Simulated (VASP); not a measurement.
CoPtO2: single point with PBE

Crystal: CoPtO2.

```
CELL_PARAMETERS angstrom
1.43085 0.82610 6.01755
-1.43085 0.82610 6.01755
0.00000 -1.65221 6.01755
ATOMIC_POSITIONS crystal
Pt 0.00000 0.00000 0.00000
Co 0.50000 0.50000 0.50000
O 0.11224 0.11224 0.11224
O 0.88776 0.88776 0.88776
```

| Item | Value |
| --- | --- |
| Program | VASP 6.6.1 |
| Task | single point |
| Functional | PBE |
| Potentials or basis | VASP PAW PBE potentials, release 64 (Pt, Co, O) |
| Cutoff | 520 eV |
| k mesh | 11 × 11 × 11 |
| Occupations | fermi-dirac, width 0.05 eV |
| Spin | collinear spin, ferromagnetic start |
| Starting moments | [0.0, 2.0, 0.0, 0.0] μB |
| Dipole correction | no |
| Further INCAR settings | ALGO = Normal; EDIFF = 1e-06; NBANDS = 28 |

```json
{
  "Pressure": "-3.8 GPa",
  "Largest force": "0.037 eV/Å",
  "Net moment": "0.00 μB per cell",
  "Valence electrons inside the program's atomic spheres": "Pt 9.14; Co 8.35; O 4.99"
}
```

Forces in eV/Å, atoms in the order of the input:
```
Pt   0.000  0.000  0.000
Co   0.000  0.000  0.000
O    0.000  0.000 -0.037
O    0.000  0.000  0.037
```

Stress tensor (GPa, compression positive):
```
-2.63  0.00  0.00
 0.00 -2.63  0.00
 0.00  0.00 -6.11
```

Levels at points of the mesh, in eV from the Fermi level:
Spin up:
| k point | band 14 | band 15 | band 16 | band 17 | band 18 | band 19 |
| --- | --- | --- | --- | --- | --- | --- |
| (0.00, 0.00, 0.00) | -1.54 | -1.54 | -1.47 | 1.75 | 1.75 | 2.54 |
Spin down:
| k point | band 13 | band 14 | band 15 | band 16 | band 17 | band 18 | band 19 | band 20 |
| --- | --- | --- | --- | --- | --- | --- | --- | --- |
| (0.00, 0.00, 0.00) | -1.85 | -1.54 | -1.54 | -1.47 | 1.75 | 1.75 | 2.54 | 5.55 |

It took 33 min on 1 thread of Oxide Virtual Turin-like Processor, with other jobs on the host, peak memory 0.57 GiB.

Caveat: the cell stands under tension; the moments typed at the start vanished in this run; spin-orbit coupling is left out, which moves the levels of the heavy elements; semilocal functionals often make such compounds metallic where correlation or magnetic order opens a gap, which also shifts bond lengths. With open d or f shells a metallic result of PBE can be an artefact of self-interaction; +U or a hybrid may open a gap.
